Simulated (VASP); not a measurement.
# B17AuN18 (a cell with a defect) in VASP: relaxation of the atoms with PBE

Aim: the relaxation of the atoms of B17AuN18 (a cell with a defect) with PBE.

All numbers are computed with VASP 6.6.1; they aren't measurements. Logs are shortened: lines on timing, memory, paths and dates and some standing lists are left out, and cuts for length are marked.

### Step 1. The cell of the first run

The cell holds a defect, 36 atoms: a = 7.495 Å, b = 7.495 Å, c = 6.636 Å, α = 90.00°, β = 90.00°, γ = 120.00°.

### Step 2. Relaxation of the atoms, PBE

INCAR reads:

```
SYSTEM = B17AuN18
PREC = Accurate
ENCUT = 520
EDIFF = 1E-7
ISMEAR = -1
SIGMA = 0.01
LREAL = Auto
LASPH = .True.
NELM = 120
ALGO = Normal
ISIF = 2
LWAVE = .False.
LCHARG = .False.
GGA = PE
IBRION = 2
NSW = 60
EDIFFG = -0.03
GGA_COMPAT = .False.
NELMIN = 4
KPAR = 4
```

KPOINTS reads:

```
regular mesh
0
Gamma
  3 3 3
  0 0 0
```

POSCAR reads:

```
B17AuN18
1.0
    7.4947200000      0.0000000000      0.0000000000
   -3.7473600000      6.4906179144      0.0000000000
    0.0000000000      0.0000000000      6.6357000000
Au B N
1 17 18
Direct
    0.1111111111      0.2222222222      0.2500000000
    0.1111111111      0.5555555556      0.2500000000
    0.1111111111      0.8888888889      0.2500000000
    0.4444444444      0.2222222222      0.2500000000
    0.4444444444      0.5555555556      0.2500000000
    0.4444444444      0.8888888889      0.2500000000
    0.7777777778      0.2222222222      0.2500000000
    0.7777777778      0.5555555556      0.2500000000
    0.7777777778      0.8888888889      0.2500000000
    0.2222222222      0.1111111111      0.7500000000
    0.2222222222      0.4444444444      0.7500000000
    0.2222222222      0.7777777778      0.7500000000
    0.5555555556      0.1111111111      0.7500000000
    0.5555555556      0.4444444444      0.7500000000
    0.5555555556      0.7777777778      0.7500000000
    0.8888888889      0.1111111111      0.7500000000
    0.8888888889      0.4444444444      0.7500000000
    0.8888888889      0.7777777778      0.7500000000
    0.1111111111      0.2222222222      0.7500000000
    0.1111111111      0.5555555556      0.7500000000
    0.1111111111      0.8888888889      0.7500000000
    0.4444444444      0.2222222222      0.7500000000
    0.4444444444      0.5555555556      0.7500000000
    0.4444444444      0.8888888889      0.7500000000
    0.7777777778      0.2222222222      0.7500000000
    0.7777777778      0.5555555556      0.7500000000
    0.7777777778      0.8888888889      0.7500000000
    0.2222222222      0.1111111111      0.2500000000
    0.2222222222      0.4444444444      0.2500000000
    0.2222222222      0.7777777778      0.2500000000
    0.5555555556      0.1111111111      0.2500000000
    0.5555555556      0.4444444444      0.2500000000
    0.5555555556      0.7777777778      0.2500000000
    0.8888888889      0.1111111111      0.2500000000
    0.8888888889      0.4444444444      0.2500000000
    0.8888888889      0.7777777778      0.2500000000
```

Potentials or basis: VASP PAW PBE potentials, release 64 (Au, B, N).

On the command line:

```sh
$ cat potpaw_PBE.64/Au/POTCAR potpaw_PBE.64/B/POTCAR potpaw_PBE.64/N/POTCAR > POTCAR
$ mpirun -np 4 vasp_std > vasp.out
```

OUTCAR:

```text
SYSTEM = B17AuN18
   PREC = Accurate
   ENCUT = 520
   EDIFF = 1E-7
   ISMEAR = -1
   LREAL = Auto
   LASPH = .True.
   NELM = 120
   ISIF = 2
   GGA = PE
   IBRION = 2
   NSW = 60
   EDIFFG = -0.03
   NELMIN = 4

 ion  position               nearest neighbor table
   1  0.111  0.222  0.250-  28 1.44  34 1.44  29 1.44   4 2.50   7 2.50   9 2.50   3 2.50   5 2.50
                             2 2.50
   2  0.111  0.556  0.250-  35 1.44  30 1.44  29 1.44   1 2.50
   3  0.111  0.889  0.250-  30 1.44  36 1.44  28 1.44   1 2.50
   4  0.444  0.222  0.250-  28 1.44  32 1.44  31 1.44   1 2.50
   5  0.444  0.556  0.250-  29 1.44  33 1.44  32 1.44   1 2.50
   6  0.444  0.889  0.250-  30 1.44  31 1.44  33 1.44
   7  0.778  0.222  0.250-  31 1.44  34 1.44  35 1.44   1 2.50
   8  0.778  0.556  0.250-  32 1.44  36 1.44  35 1.44
   9  0.778  0.889  0.250-  33 1.44  36 1.44  34 1.44   1 2.50
  10  0.222  0.111  0.750-  22 1.44  19 1.44  21 1.44
  11  0.222  0.444  0.750-  23 1.44  19 1.44  20 1.44
  12  0.222  0.778  0.750-  24 1.44  21 1.44  20 1.44
  13  0.556  0.111  0.750-  25 1.44  24 1.44  22 1.44
  14  0.556  0.444  0.750-  26 1.44  22 1.44  23 1.44
  15  0.556  0.778  0.750-  27 1.44  23 1.44  24 1.44
[... 19 lines left out ...]
  35  0.889  0.444  0.250-   2 1.44   7 1.44   8 1.44
  36  0.889  0.778  0.250-   3 1.44   9 1.44   8 1.44

  LATTYP: Found a hexagonal cell.
 ALAT       =     7.4947200000
 C/A-ratio  =     0.8853833099

  Lattice vectors:

 A1 = (   7.4947200000,   0.0000000000,   0.0000000000)
 A2 = (  -3.7473600000,   6.4906179144,   0.0000000000)
 A3 = (   0.0000000000,   0.0000000000,   6.6357000000)

Analysis of symmetry for initial positions (statically):
=====================================================================
 Subroutine PRICEL returns:
 Original cell was already a primitive cell.

 Routine SETGRP: Setting up the symmetry group for a
 hexagonal supercell.

 Subroutine GETGRP returns: Found 12 space group operations
 (whereof  2 operations were pure point group operations)
 out of a pool of 24 trial point group operations.

The static configuration has the point symmetry C_1h.
 The point group associated with its full space group is D_3h.

Analysis of symmetry for dynamics (positions and initial velocities):
=====================================================================
 Subroutine PRICEL returns:
 Original cell was already a primitive cell.

 Routine SETGRP: Setting up the symmetry group for a
 hexagonal supercell.

 Subroutine GETGRP returns: Found 12 space group operations
 (whereof  2 operations were pure point group operations)
 out of a pool of 24 trial point group operations.

The dynamic configuration has the point symmetry C_1h.
 The point group associated with its full space group is D_3h.

 Subroutine INISYM returns: Found 12 space group operations
 (whereof  2 operations are pure point group operations),
 and found     1 'primitive' translations

----------------------------------------------------------------------------------------

                                     Primitive cell

  volume of cell :     322.7960

  direct lattice vectors                    reciprocal lattice vectors
     7.494720000  0.000000000  0.000000000     0.133427266  0.077034268  0.000000000
    -3.747360000  6.490617914  0.000000000     0.000000000  0.154068536  0.000000000
     0.000000000  0.000000000  6.635700000     0.000000000  0.000000000  0.150700002

  length of vectors
     7.494720000  7.494720000  6.635700000     0.154068536  0.154068536  0.150700002

  position of ions in fractional coordinates (direct lattice)
     0.111111111  0.222222222  0.250000000
     0.111111111  0.555555556  0.250000000
     0.111111111  0.888888889  0.250000000
     0.444444444  0.222222222  0.250000000
     0.444444444  0.555555556  0.250000000
     0.444444444  0.888888889  0.250000000
[... 28 lines left out ...]
     0.888888889  0.444444444  0.250000000
     0.888888889  0.777777778  0.250000000

  ion indices of the primitive-cell ions
   primitive index   ion index
                 1           1
                 2           2
                 3           3
                 4           4
                 5           5
                 6           6
[... 28 lines left out ...]
                35          35
                36          36

----------------------------------------------------------------------------------------

 KPOINTS: regular mesh

Automatic generation of k-mesh.
 Grid dimensions read from file:
 generate k-points for:    3    3    3

 Generating k-lattice:

  Cartesian coordinates                     Fractional coordinates (reciprocal lattice)
     0.044475755  0.025678089  0.000000000     0.333333333  0.000000000  0.000000000
     0.000000000  0.051356179  0.000000000     0.000000000  0.333333333  0.000000000
     0.000000000  0.000000000  0.050233334     0.000000000  0.000000000  0.333333333

  Length of vectors
     0.051356179  0.051356179  0.050233334

  Shift w.r.t. Gamma in fractional coordinates (k-lattice)
     0.000000000  0.000000000  0.000000000

 Subroutine IBZKPT returns following result:
 ===========================================

 Found      6 irreducible k-points:

 Following reciprocal coordinates:
            Coordinates               Weight
  0.000000  0.000000  0.000000      1.000000
  0.333333 -0.000000  0.000000      6.000000
  0.333333  0.333333  0.000000      2.000000
  0.000000  0.000000  0.333333      2.000000
  0.333333 -0.000000  0.333333     12.000000
  0.333333  0.333333  0.333333      4.000000
   k-points           NKPTS =      6   k-points in BZ     NKDIM =      6   number of bands    NBANDS=     95
   number of dos      NEDOS =    301   number of ions     NIONS =     36
   total plane-waves  NPLWV = 156800
   dimension x,y,z NGX =    56 NGY =   56 NGZ =   50
   dimension x,y,z NGXF=   112 NGYF=  112 NGZF=  100
   ions per type =               1  17  18
   NGX,Y,Z   is equivalent  to a cutoff of  12.42, 12.42, 12.53 a.u.
   NGXF,Y,Z  is equivalent  to a cutoff of  24.84, 24.84, 25.05 a.u.
 SYSTEM =  B17AuN18
   PREC   = accura    normal or accurate (medium, high low for compatibility)
   ISTART =      0    job   : 0-new  1-cont  2-samecut
   ICHARG =      2    charge: 1-file 2-atom 10-const
   ISPIN  =      1    spin polarized calculation?
   LNONCOLLINEAR =      F non collinear calculations
   LSORBIT =      F    spin-orbit coupling
   LASPH  =      T    aspherical Exc in radial PAW
   ENCUT  =  520.0 eV  38.22 Ry    6.18 a.u.  13.94 13.94 12.34*2*pi/ulx,y,z
   NELM   =    120;   NELMIN=  4; NELMDL= -5     # of ELM steps
   EDIFF  = 0.1E-06   stopping-criterion for ELM
   LREAL  =      T    real-space projection
   EDIFFG = -.3E-01   stopping-criterion for IOM
   NSW    =     60    number of steps for IOM
   IBRION =      2    ionic relax: 0-MD 1-quasi-New 2-CG
   NFREE  =      1    steps in history (QN), initial steepest desc. (CG)
   ISIF   =      2    stress and relaxation
   ISYM   =      2    0-nonsym 1-usesym 2-fastsym
   POTIM  = 0.5000    time-step for ionic-motion
   TEBEG  =    0.0;   TEEND  =   0.0 temperature during run
   PSTRESS=    0.0 pullay stress
   NELECT =     152.0000    total number of electrons
   NUPDOWN=      -1.0000    fix difference up-down
   EMIN   =  10.00;   EMAX   =-10.00  energy-range for DOS
   EFERMI =   0.00;   METHOD = LEGACY
   ISMEAR =    -1;   SIGMA  =   0.01  broadening in eV -4-tet -1-fermi 0-gaus
   EFERMI_NEDOS =   21; number of points for ismear=-14 and -15
   IALGO  =     38    algorithm
   IMIX   =      4    mixing-type and parameters
     AMIX     =   0.40;   BMIX     =  1.00
     AMIX_MAG =   1.60;   BMIX_MAG =  1.00
  volume/ion in A,a.u.               =       8.97        60.51
  Fermi-wavevector in a.u.,A,eV,Ry     =   1.273640  2.406830 22.070805  1.622158
  Thomas-Fermi vector in A             =   2.406452
   LORBIT       =      0    0 simple, 1 ext, 2 COOP (PROOUT), +10 PAW based schemes
   GGA     = PE    functional components
   LHFCALC =     F    Hartree Fock is set to
   AEXX    =    0.0000 exact exchange contribution
   IVDW    =     0    specifies the selected vdW correction
   LEPSILON=     F    determine dielectric tensor
   LRPA    =     F    only Hartree local field effects (RPA)
 conjugate gradient relaxation of ions
 non-spin polarized calculation
  energy-cutoff  :      520.00
  volume of cell :      322.80
 maximum number of plane-waves:      8725
 NGX is ok and might be reduce to    56
   NGX = 27   NGY = 27   NGZ = 25

--------------------------------------- Ionic step        1  -------------------------------------------

 number of electron     151.9999981 magnetization

 Free energy of the ion-electron system (eV)
  ---------------------------------------------------
  ext. energy  EPLUGINS =         0.00000000
  ---------------------------------------------------
  free energy    TOTEN  =      -276.88745357 eV

  energy without entropy =     -276.88518410  energy(sigma->0) =     -276.88631884

------------------------ aborting loop because EDIFF is reached ----------------------------------------

  FORCE on cell =-STRESS in cart. coord.  units (eV):
  Direction    XX          YY          ZZ          XY          YZ          ZX
  --------------------------------------------------------------------------------------
  -------------------------------------------------------------------------------------
  Total      126.6795013    126.6795013      7.1933034      0.0000000      0.0000000      0.0000000
  in kB      628.7655338    628.7655339     35.7034973      0.0000000      0.0000000      0.0000000
  external PRESSURE =     431.0781883 kB  Pullay stress =       0.0000000 kB
[... 191 lines left out ...]
  FREE ENERGIE OF THE ION-ELECTRON SYSTEM (eV)
  ---------------------------------------------------
  free  energy   TOTEN  =      -294.3126462814 eV

  energy  without entropy=     -294.3070436606  energy(sigma->0) =     -294.30984497

[... ionic steps 4 to 12 ...]

--------------------------------------- Ionic step       13  -------------------------------------------

 number of electron     151.9999987 magnetization

------------------------ aborting loop because EDIFF is reached ----------------------------------------
[... 135 lines left out ...]
--------------------------------------- Ionic step       15  -------------------------------------------

 number of electron     151.9999988 magnetization

 Free energy of the ion-electron system (eV)
  ---------------------------------------------------
  ext. energy  EPLUGINS =         0.00000000
  ---------------------------------------------------
  free energy    TOTEN  =      -298.17980993 eV

  energy without entropy =     -298.17674095  energy(sigma->0) =     -298.17827544

 E-fermi :   4.6406     XC(G=0): -10.3024

 val. band max:        4.6394087154   @ k =   0.3333   0.3333   0.3333
 cond. band min:       4.6430320208   @ k =   0.3333   0.3333   0.0000
 fundamental gap:      0.0036233054
 Fermi energy:         4.6406170618

 k-point     1 :       0.0000    0.0000    0.0000
  band No.  band energies     occupation
      1     -15.5109      2.00000
      2     -14.8741      2.00000
      3     -13.9005      2.00000
      4     -13.9004      2.00000
      5     -13.5862      2.00000
      6     -13.1583      2.00000
[... 535 lines left out ...]
     87       9.3798      0.00000
     88       9.7258      0.00000
 [bands above 88 left out]

------------------------ aborting loop because EDIFF is reached ----------------------------------------

  FORCE on cell =-STRESS in cart. coord.  units (eV):
  Direction    XX          YY          ZZ          XY          YZ          ZX
  --------------------------------------------------------------------------------------
  -------------------------------------------------------------------------------------
  Total       66.9773841     66.9773841      6.9407669      0.0000000      0.0000000      0.0000000
  in kB      332.4379260    332.4379260     34.4500487      0.0000000      0.0000000      0.0000000
  external PRESSURE =     233.1086336 kB  Pullay stress =       0.0000000 kB
[... 51 lines left out ...]
  FREE ENERGIE OF THE ION-ELECTRON SYSTEM (eV)
  ---------------------------------------------------
  free  energy   TOTEN  =      -298.1798099261 eV

  energy  without entropy=     -298.1767409543  energy(sigma->0) =     -298.17827544

 reached required accuracy - stopping structural energy minimisation
```

It took 14 min on 4 MPI ranks of Intel Xeon 6975P-C (Granite Rapids), shared host; peak memory 0.54 GiB.

What came out:

| Quantity | Value |
| --- | --- |
| Free energy | -298.1798 eV |
| Energy gained by relaxing | 591.5 meV/atom |
| Ionic steps | 15 |
| Pressure after relaxing | 23.3 GPa |
| Largest force after relaxing | 0.023 eV/Å |
| Band gap on the k mesh | zero (band 76 reaches 5.31 eV, above the bottom of band 77 at 4.64 eV) |

Forces in eV/Å, atoms in the order of the input:
```
Au   0.000  0.000  0.000
B    0.023  0.000  0.000
B    0.011  0.020  0.000
B   -0.011 -0.020  0.000
B   -0.023  0.000  0.000
B    0.000  0.000  0.000
B    0.011 -0.020  0.000
B    0.000  0.000  0.000
B   -0.011  0.020  0.000
B   -0.006  0.003  0.000
B    0.000 -0.006  0.000
B   -0.006 -0.003  0.000
B    0.000  0.007  0.000
B   -0.001 -0.001  0.000
B    0.006 -0.003  0.000
B    0.006  0.003  0.000
B    0.001 -0.001  0.000
B    0.000  0.001  0.000
N    0.000  0.000  0.000
N   -0.001  0.006  0.000
N    0.005 -0.004  0.000
N    0.006 -0.002  0.000
N    0.001  0.006  0.000
N    0.000  0.000  0.000
N   -0.006 -0.002  0.000
N    0.000  0.000  0.000
N   -0.005 -0.004  0.000
N    0.008 -0.004  0.000
N    0.000  0.009  0.000
N    0.003  0.002  0.000
N    0.000 -0.003  0.000
N    0.003  0.002  0.000
N   -0.003  0.002  0.000
N   -0.008 -0.004  0.000
N   -0.003  0.002  0.000
N    0.000 -0.003  0.000
```

Step by step:
| step | energy change (eV) | largest force (eV/Å) | pressure (GPa) |
| --- | --- | --- | --- |
| 1 | 0.0000 | 47.4616 | 43.11 |
| 2 | 308.4852 | 483.3534 | 188.50 |
| 3 | -17.4252 | 13.1257 | 28.14 |
| 4 | -19.1635 | 7.4697 | 26.35 |
| 5 | -20.1865 | 4.7867 | 25.00 |
| 6 | -20.2560 | 5.0218 | 24.78 |
| 7 | -20.2585 | 5.0958 | 24.73 |
| 8 | -17.1370 | 9.0696 | 24.49 |
| 9 | -21.2226 | 1.1985 | 23.32 |
| 10 | -21.1998 | 1.5659 | 23.52 |
| 11 | -21.2874 | 0.4715 | 23.35 |
| 12 | -21.2793 | 0.7449 | 23.24 |
| 13 | -21.2921 | 0.0551 | 23.30 |
| 14 | -21.2923 | 0.0308 | 23.31 |
| 15 | -21.2924 | 0.0228 | 23.31 |

Final structure:
```
Au B N
1.0
     7.49472    0.00000    0.00000
    -3.74736    6.49062    0.00000
     0.00000    0.00000    6.63570
Au B N
1 17 18
Direct
  0.11111 0.22222 0.25000
  0.10954 0.56538 0.25000
  0.10954 0.87749 0.25000
  0.45584 0.22380 0.25000
  0.45584 0.56538 0.25000
  0.44444 0.88889 0.25000
  0.76796 0.22380 0.25000
  0.77778 0.55556 0.25000
  0.76796 0.87749 0.25000
  0.22223 0.11110 0.75000
  0.22223 0.44447 0.75000
  0.22229 0.77781 0.75000
  0.55552 0.11104 0.75000
  0.55548 0.44440 0.75000
  0.55552 0.77781 0.75000
  0.88886 0.11110 0.75000
  0.88893 0.44440 0.75000
  0.88893 0.77786 0.75000
  0.11111 0.22222 0.75000
  0.11109 0.55553 0.75000
  0.11109 0.88889 0.75000
  0.44444 0.22224 0.75000
  0.44444 0.55553 0.75000
  0.44444 0.88889 0.75000
  0.77780 0.22224 0.75000
  0.77778 0.55556 0.75000
  0.77780 0.88889 0.75000
  0.25162 0.08171 0.25000
  0.25162 0.50325 0.25000
  0.22459 0.77896 0.25000
  0.55437 0.10875 0.25000
  0.55719 0.44526 0.25000
  0.55437 0.77896 0.25000
  0.83008 0.08171 0.25000
  0.88807 0.44526 0.25000
  0.88807 0.77615 0.25000
```

Levels at points of the mesh, in eV from the Fermi level:
```csv
k point,band 73,band 74,band 75,band 76,band 77,band 78,band 79,band 80
"(0.00, 0.00, 0.00)",-1.89,-1.41,-1.41,0.67,0.67,2.83,3.00,3.00
```

Caveat: spin-orbit coupling is left out, which moves the levels of the heavy elements.
